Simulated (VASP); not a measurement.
# ZnCd2S3 (I-4m2) in VASP: notebook

ZnCd2S3 is run at these levels: PBE; tasks: single point.

Everything below comes from runs of VASP 6.6.1. Logs are shortened: lines on timing, memory, paths and dates and some standing lists are left out, and cuts for length are marked.

### Step 1. The cell of the first run

The structure is tetragonal, space group I-4m2 (No. 119). Conventional cell: a = 4.055 Å, b = 4.055 Å, c = 17.464 Å, α = 90.00°, β = 90.00°, γ = 90.00°. Within 3.2 Å of Zn (site symmetry -4m2) lie 4 S at 2.39 Å. Cd (site symmetry 2mm) has 4 S at 2.55 Å within 3.4 Å. Within 3.4 Å of S (site symmetry -4m2) lie 4 Cd at 2.55 Å. Within 3.2 Å of S (site symmetry 2mm) lie 2 Zn at 2.39 Å and 2 Cd at 2.55 Å.

### Step 2. Single point, PBE

File INCAR:

```
SYSTEM = ZnCd2S3
PREC = Accurate
ENCUT = 520
EDIFF = 1E-6
ISMEAR = 0
SIGMA = 0.02
LREAL = .False.
LASPH = .True.
NELM = 100
ALGO = Normal
ISIF = 2
LWAVE = .False.
LCHARG = .False.
GGA = PE
NBANDS = 36
```

File KPOINTS:

```
regular mesh
0
Gamma
  10 10 10
  0 0 0
```

File POSCAR:

```
ZnCd2S3
1.0
   -2.0277317000      2.0277317000      8.7320507000
    2.0277317000     -2.0277317000      8.7320507000
    2.0277317000      2.0277317000     -8.7320507000
Zn Cd S
1 2 3
Direct
    0.0000000000      0.0000000000      0.0000000000
    0.6614290000      0.6614290000      0.0000000000
    0.3385710000      0.3385710000      0.0000000000
    0.7500000000      0.2500000000      0.5000000000
    0.4274870000      0.9274870000      0.5000000000
    0.0725130000      0.5725130000      0.5000000000
```

Potentials or basis: VASP PAW PBE potentials, release 64 (Zn, Cd, S).

Started as:

```bash
cat potpaw_PBE.64/Zn/POTCAR potpaw_PBE.64/Cd/POTCAR potpaw_PBE.64/S/POTCAR > POTCAR
mpirun -np 1 vasp_std > vasp.out
```

OUTCAR:

```text
SYSTEM = ZnCd2S3
   PREC = Accurate
   ENCUT = 520
   EDIFF = 1E-6
   ISMEAR = 0
   LREAL = .False.
   LASPH = .True.
   NELM = 100
   ISIF = 2
   GGA = PE

 ion  position               nearest neighbor table
   1  0.000  0.000  0.000-   6 2.39   5 2.39   6 2.39   5 2.39
   2  0.661  0.661  0.000-   4 2.55   4 2.55   6 2.55   6 2.55
   3  0.339  0.339  0.000-   4 2.55   4 2.55   5 2.55   5 2.55
   4  0.750  0.250  0.500-   3 2.55   2 2.55   3 2.55   2 2.55
   5  0.427  0.927  0.500-   1 2.39   1 2.39   3 2.55   3 2.55
   6  0.073  0.573  0.500-   1 2.39   1 2.39   2 2.55   2 2.55

  LATTYP: Found a body centered tetragonal cell.
 ALAT       =     4.0554634000
 C/A-ratio  =     4.3063146372

  Lattice vectors:

 A1 = (  -2.0277317000,   2.0277317000,   8.7320507000)
 A2 = (   2.0277317000,  -2.0277317000,   8.7320507000)
 A3 = (   2.0277317000,   2.0277317000,  -8.7320507000)

Analysis of symmetry for initial positions (statically):
=====================================================================
 Subroutine PRICEL returns:
 Original cell was already a primitive cell.

 Routine SETGRP: Setting up the symmetry group for a
 body centered tetragonal supercell.

 Subroutine GETGRP returns: Found  8 space group operations
 (whereof  8 operations were pure point group operations)
 out of a pool of 16 trial point group operations.

The static configuration has the point symmetry D_2d.

Analysis of symmetry for dynamics (positions and initial velocities):
=====================================================================
 Subroutine PRICEL returns:
 Original cell was already a primitive cell.

 Routine SETGRP: Setting up the symmetry group for a
 body centered tetragonal supercell.

 Subroutine GETGRP returns: Found  8 space group operations
 (whereof  8 operations were pure point group operations)
 out of a pool of 16 trial point group operations.

The dynamic configuration has the point symmetry D_2d.

 Subroutine INISYM returns: Found  8 space group operations
 (whereof  8 operations are pure point group operations),
 and found     1 'primitive' translations

----------------------------------------------------------------------------------------

                                     Primitive cell

  volume of cell :     143.6141

  direct lattice vectors                    reciprocal lattice vectors
    -2.027731700  2.027731700  8.732050700     0.000000000  0.246580946  0.057260318
     2.027731700 -2.027731700  8.732050700     0.246580946  0.000000000  0.057260318
     2.027731700  2.027731700 -8.732050700     0.246580946  0.246580946  0.000000000

  length of vectors
     9.190870531  9.190870531  9.190870531     0.253142068  0.253142068  0.348718117

  position of ions in fractional coordinates (direct lattice)
     0.000000000  0.000000000  0.000000000
     0.661429000  0.661429000  0.000000000
     0.338571000  0.338571000  0.000000000
     0.750000000  0.250000000  0.500000000
     0.427487000  0.927487000  0.500000000
     0.072513000  0.572513000  0.500000000

  ion indices of the primitive-cell ions
   primitive index   ion index
                 1           1
                 2           2
                 3           3
                 4           4
                 5           5
                 6           6

----------------------------------------------------------------------------------------

 KPOINTS: regular mesh

Automatic generation of k-mesh.
 Grid dimensions read from file:
 generate k-points for:   10   10   10

 Generating k-lattice:

  Cartesian coordinates                     Fractional coordinates (reciprocal lattice)
     0.000000000  0.024658095  0.005726032     0.100000000 -0.000000000  0.000000000
     0.024658095  0.000000000  0.005726032    -0.000000000  0.100000000  0.000000000
     0.024658095  0.024658095  0.000000000     0.000000000  0.000000000  0.100000000

  Length of vectors
     0.025314207  0.025314207  0.034871812

  Shift w.r.t. Gamma in fractional coordinates (k-lattice)
     0.000000000  0.000000000  0.000000000

 Subroutine IBZKPT returns following result:
 ===========================================

 Found    102 irreducible k-points:

 Following reciprocal coordinates:
            Coordinates               Weight
  0.000000  0.000000  0.000000      1.000000
  0.100000  0.000000  0.000000      8.000000
  0.200000  0.000000  0.000000      8.000000
  0.300000  0.000000 -0.000000      8.000000
  0.400000  0.000000 -0.000000      8.000000
  0.500000  0.000000  0.000000      4.000000
[... 16 lines left out ...]
  0.300000  0.300000 -0.000000      8.000000
  0.400000  0.300000 -0.000000     16.000000
 [... further k-points ...]
   k-points           NKPTS =    102   k-points in BZ     NKDIM =    102   number of bands    NBANDS=     36
   number of dos      NEDOS =    301   number of ions     NIONS =      6
   total plane-waves  NPLWV = 343000
   dimension x,y,z NGX =    70 NGY =   70 NGZ =   70
   dimension x,y,z NGXF=   140 NGYF=  140 NGZF=  140
   ions per type =               1   2   3
   NGX,Y,Z   is equivalent  to a cutoff of  12.66, 12.66, 12.66 a.u.
   NGXF,Y,Z  is equivalent  to a cutoff of  25.32, 25.32, 25.32 a.u.
 SYSTEM =  ZnCd2S3
   PREC   = accura    normal or accurate (medium, high low for compatibility)
   ISTART =      0    job   : 0-new  1-cont  2-samecut
   ICHARG =      2    charge: 1-file 2-atom 10-const
   ISPIN  =      1    spin polarized calculation?
   LNONCOLLINEAR =      F non collinear calculations
   LSORBIT =      F    spin-orbit coupling
   LASPH  =      T    aspherical Exc in radial PAW
   ENCUT  =  520.0 eV  38.22 Ry    6.18 a.u.  17.09 17.09 17.09*2*pi/ulx,y,z
   NELM   =    100;   NELMIN=  2; NELMDL= -5     # of ELM steps
   EDIFF  = 0.1E-05   stopping-criterion for ELM
   LREAL  =      F    real-space projection
   EDIFFG = 0.1E-04   stopping-criterion for IOM
   NSW    =      0    number of steps for IOM
   IBRION =     -1    ionic relax: 0-MD 1-quasi-New 2-CG
   NFREE  =      0    steps in history (QN), initial steepest desc. (CG)
   ISIF   =      2    stress and relaxation
   ISYM   =      2    0-nonsym 1-usesym 2-fastsym
   POTIM  = 0.5000    time-step for ionic-motion
   TEBEG  =    0.0;   TEEND  =   0.0 temperature during run
   PSTRESS=    0.0 pullay stress
   NELECT =      54.0000    total number of electrons
   NUPDOWN=      -1.0000    fix difference up-down
   EMIN   =  10.00;   EMAX   =-10.00  energy-range for DOS
   EFERMI =   0.00;   METHOD = LEGACY
   ISMEAR =     0;   SIGMA  =   0.02  broadening in eV -4-tet -1-fermi 0-gaus
   EFERMI_NEDOS =   21; number of points for ismear=-14 and -15
   IALGO  =     38    algorithm
   IMIX   =      4    mixing-type and parameters
     AMIX     =   0.40;   BMIX     =  1.00
     AMIX_MAG =   1.60;   BMIX_MAG =  1.00
  volume/ion in A,a.u.               =      23.94       161.53
  Fermi-wavevector in a.u.,A,eV,Ry     =   1.181609  2.232917 18.996442  1.396199
  Thomas-Fermi vector in A             =   2.317879
   LORBIT       =      0    0 simple, 1 ext, 2 COOP (PROOUT), +10 PAW based schemes
   GGA     = PE    functional components
   LHFCALC =     F    Hartree Fock is set to
   AEXX    =    0.0000 exact exchange contribution
   IVDW    =     0    specifies the selected vdW correction
   LEPSILON=     F    determine dielectric tensor
   LRPA    =     F    only Hartree local field effects (RPA)
 non-spin polarized calculation
 Gauss-broadening in eV      SIGMA  =   0.02
  energy-cutoff  :      520.00
  volume of cell :      143.61
 maximum number of plane-waves:      3920
 NGX is ok and might be reduce to    70
   NGX = 35   NGY = 35   NGZ = 35

 number of electron      54.0000010 magnetization

 Free energy of the ion-electron system (eV)
  ---------------------------------------------------
  ext. energy  EPLUGINS =         0.00000000
  ---------------------------------------------------
  free energy    TOTEN  =       -19.05378663 eV

  energy without entropy =      -19.05378663  energy(sigma->0) =      -19.05378663

 E-fermi :   1.3551     XC(G=0):  -9.1350

 val. band max:        1.2716510098   @ k =   0.0000   0.0000   0.0000
 cond. band min:       2.5071061349   @ k =   0.0000   0.0000   0.0000
 fundamental gap:      1.2354551251
 Fermi energy:         1.3551184873

 k-point     1 :       0.0000    0.0000    0.0000
  band No.  band energies     occupation
      1     -11.1726      2.00000
      2     -10.6467      2.00000
      3     -10.5061      2.00000
      4      -6.3076      2.00000
      5      -6.3076      2.00000
      6      -6.3045      2.00000
[... 28 lines left out ...]
     35       7.7943      0.00000
     36       9.2162      0.00000

 k-point     2 :       0.1000    0.0000    0.0000
  band No.  band energies     occupation
      1     -11.1375      2.00000
      2     -10.6417      2.00000
      3     -10.4967      2.00000
      4      -6.3095      2.00000
      5      -6.3030      2.00000
      6      -6.2933      2.00000
[... 28 lines left out ...]
     35       7.9391      0.00000
     36       8.9151      0.00000

 k-point     3 :       0.2000    0.0000    0.0000
  band No.  band energies     occupation
      1     -11.0394      2.00000
      2     -10.6257      2.00000
      3     -10.4793      2.00000
      4      -6.2982      2.00000
      5      -6.2905      2.00000
      6      -6.2805      2.00000
[... 28 lines left out ...]
     35       8.1937      0.00000
     36       8.4625      0.00000
[... 742 lines left out ...]
 k-point    23 :       0.3000    0.3000   -0.0000
  band No.  band energies     occupation
      1     -10.6800      2.00000
      2     -10.5352      2.00000
      3     -10.4226      2.00000
      4      -6.2354      2.00000
      5      -6.1720      2.00000
      6      -6.1711      2.00000
[... 28 lines left out ...]
     35       8.5147      0.00000
     36       9.0491      0.00000

 k-point    24 :       0.4000    0.3000   -0.0000
  band No.  band energies     occupation
      1     -10.5741      2.00000
      2     -10.4952      2.00000
      3     -10.4340      2.00000
      4      -6.2239      2.00000
      5      -6.1566      2.00000
      6      -6.1426      2.00000
[... 28 lines left out ...]
     35       8.6593      0.00000
     36       9.3429      0.00000

 [... further k-points ...]

------------------------ aborting loop because EDIFF is reached ----------------------------------------

  FORCE on cell =-STRESS in cart. coord.  units (eV):
  Direction    XX          YY          ZZ          XY          YZ          ZX
  --------------------------------------------------------------------------------------
  -------------------------------------------------------------------------------------
  Total        0.2181047      0.2181047      0.2335147      0.0000000      0.0000000     -0.0000000
  in kB        2.4332030      2.4332030      2.6051196      0.0000000      0.0000000     -0.0000000
  external PRESSURE =       2.4905085 kB  Pullay stress =       0.0000000 kB

 VOLUME and BASIS-vectors are now :
 -----------------------------------------------------------------------------
  energy-cutoff  :      520.00
  volume of cell :      143.61
      direct lattice vectors                 reciprocal lattice vectors
    -2.027731700  2.027731700  8.732050700     0.000000000  0.246580946  0.057260318
     2.027731700 -2.027731700  8.732050700     0.246580946  0.000000000  0.057260318
     2.027731700  2.027731700 -8.732050700     0.246580946  0.246580946  0.000000000

 POSITION                                       TOTAL-FORCE (eV/Angst)
 -----------------------------------------------------------------------------------
      0.00000      0.00000      0.00000         0.000000     -0.000000      0.000000
      0.00000      0.00000     11.55126         0.000000     -0.000000     -0.000214
      0.00000      0.00000      5.91284         0.000000     -0.000000      0.000214
      0.00000      2.02773      4.36603         0.000000     -0.000000     -0.000000
      2.02773      0.00000      7.46568        -0.000000      0.000000      0.022899
      2.02773      0.00000      1.26637        -0.000000      0.000000     -0.022899
 -----------------------------------------------------------------------------------
    total drift:                                0.000001     -0.000001     -0.000000

  FREE ENERGIE OF THE ION-ELECTRON SYSTEM (eV)
  ---------------------------------------------------
  free  energy   TOTEN  =       -19.0537866305 eV

  energy  without entropy=      -19.0537866305  energy(sigma->0) =      -19.05378663
```

Run time: 40 min. Hardware: 1 thread of Intel Xeon Platinum 8259CL at 2.50GHz (Skylake/Cascade Lake), shared host; peak memory 1 GiB.

What came out:

* Free energy: -19.0538 eV
* Pressure: 0.2 GPa
* Largest force: 0.023 eV/Å
* Band gap on the k mesh: 1.24 eV

Forces on the atoms (eV/Å):
```
Zn   0.000  0.000  0.000
Cd   0.000  0.000  0.000
Cd   0.000  0.000  0.000
S    0.000  0.000  0.000
S    0.000  0.000  0.023
S    0.000  0.000 -0.023
```

Levels at points of the mesh, in eV from the valence-band top:
```csv
k point,band 23,band 24,band 25,band 26,band 27,band 28,band 29,band 30,band 31,band 32
"(0.00, 0.00, 0.00)",-1.24,-1.24,-0.13,0.00,0.00,1.24,3.88,3.90,4.21,4.63
"(0.50, 0.00, 0.00)",-1.59,-1.10,-0.77,-0.63,-0.58,2.94,3.84,3.95,6.10,6.43
"(0.50, 0.50, 0.00)",-2.18,-2.17,-2.10,-1.86,-1.86,3.53,4.12,4.67,4.82,4.89
"(0.50, 0.50, 0.50)",-1.56,-0.64,-0.64,-0.42,-0.42,2.78,2.89,3.68,4.14,5.45
```

A k mesh can miss the band edges.

### Step 3. Single point, PBE

File INCAR:

```
PREC     = Accurate       # precision mode
ENCUT    = 520            # plane-wave cutoff, eV
EDIFF    = 1E-6           # SCF threshold, eV
ISMEAR   = 0              # smearing method
SIGMA    = 0.1            # smearing width, eV
LREAL    = F              # projectors in reciprocal space
LASPH    = T              # aspherical terms in the spheres
NELM     = 100            # most SCF steps
ALGO     = Normal         # electronic algorithm
ISIF     = 2              # what is computed and relaxed
LWAVE    = F              # write WAVECAR
LCHARG   = F              # write CHGCAR
GGA      = PE             # functional
NBANDS   = 36             # bands
```

File KPOINTS:

```
regular mesh
0
Gamma
  6 6 6
```

POSCAR is that of step 2.

Potentials or basis: VASP PAW PBE potentials, release 64 (Zn, Cd, S).

Started as:

```bash
cat potpaw_PBE.64/Zn/POTCAR potpaw_PBE.64/Cd/POTCAR potpaw_PBE.64/S/POTCAR > POTCAR
mpirun -np 1 vasp_std > vasp.out
```

It took 11 min on 1 thread of Intel Xeon Platinum 8259CL at 2.50GHz (Skylake/Cascade Lake), shared host; peak memory 0.72 GiB.

Results (log left out):

- Free energy: -19.0512 eV
- Pressure: 0.3 GPa
- Largest force: 0.023 eV/Å
- Band gap on the k mesh: 1.23 eV

Forces in eV/Å, atoms in the order of the input:
```
Zn   0.000  0.000  0.000
Cd   0.000  0.000  0.000
Cd   0.000  0.000  0.000
S    0.000  0.000  0.000
S    0.000  0.000  0.023
S    0.000  0.000 -0.023
```

Levels at points of the mesh, in eV from the valence-band top:
```csv
k point,band 24,band 25,band 26,band 27,band 28,band 29,band 30,band 31
"(0.00, 0.00, 0.00)",-1.24,-0.13,0.00,0.00,1.23,3.88,3.90,4.21
"(0.50, 0.00, 0.00)",-1.10,-0.77,-0.63,-0.58,2.94,3.84,3.95,6.10
"(0.50, 0.50, 0.00)",-2.17,-2.11,-1.86,-1.86,3.53,4.12,4.67,4.82
"(0.50, 0.50, 0.50)",-0.64,-0.64,-0.42,-0.42,2.78,2.89,3.67,4.13
```

A k mesh can miss the band edges.
